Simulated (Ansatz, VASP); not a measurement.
## One calculation of AgCl, two programs

Contents of INCAR:

```
SYSTEM = AgCl
ALGO = Normal ; EDIFF = 1E-6
ENCUT = 520 ; ISIF = 2
ISMEAR = -1 ; LASPH = .TRUE.
LCHARG = .FALSE. ; LREAL = .FALSE.
LWAVE = .FALSE. ; NBANDS = 16
NELM = 80 ; PREC = Accurate
SIGMA = 0.05
```

KPOINTS

```
k-points
0
G
  8 8 8
  0 0 0
```

File POSCAR:

```
AgCl
1.0
    0.0000000000      2.7531131106      2.7531131106
    2.7531131106      0.0000000000      2.7531131106
    2.7531131106      2.7531131106      0.0000000000
Ag Cl
1 1
Direct
    0.0000000000      0.0000000000      0.0000000000
    0.5000000000      0.5000000000      0.5000000000
```

Contents of input.yaml:

```yaml
crystal:
  lattice:
    - [0.0, 2.7531131106, 2.7531131106]
    - [2.7531131106, 0.0, 2.7531131106]
    - [2.7531131106, 2.7531131106, 0.0]
  atoms:
    - { symbol: Ag, position: [0.0, 0.0, 0.0] }
    - { symbol: Cl, position: [0.5, 0.5, 0.5] }
hamiltonian:
  xc: lda
  pseudopotentials: { kind: paw }
kpoints:
  mp_grid: { grid: [8, 8, 8] }
scf:
  occupations: { method: fermi_dirac, width: 0.05 }
output:
  forces: true
  stress: true
  eigenvalues: true
  write_density: true
  write_potential: true
  elf: true
  volumetric_format: npy
```

Alike in both runs: task single point; functional LDA; k mesh 8 × 8 × 8; occupations fermi-dirac, width 0.05 eV; no spin polarisation.

|  | VASP | Ansatz |
| --- | --- | --- |
| version | VASP 6.6.1 | Ansatz 0.2.0 |
| potentials or method | VASP PAW LDA potentials, release 64 (Ag, Cl) | Ansatz PAW |
| plane-wave cutoff (eV) | 520 | 420 |
| valence electrons in the cell | 18 | 26 |

|  | VASP | Ansatz | Ansatz less VASP |
| --- | --- | --- | --- |
| gap on the k mesh at the Fermi level (eV) | 0.64 | 0.61 | -0.028 |
| least direct gap on the mesh (eV) | 3.03 | 3.01 | -0.027 |
| pressure (GPa) | -4.7 | -4.7 | 0.00 |

LDA's correlation is that of Perdew and Zunger in VASP and of Perdew and Wang (1992) in Ansatz. VASP's potentials hold 18 valence electrons a cell and Ansatz's 26, so a difference there can come from the potentials and not from the codes.
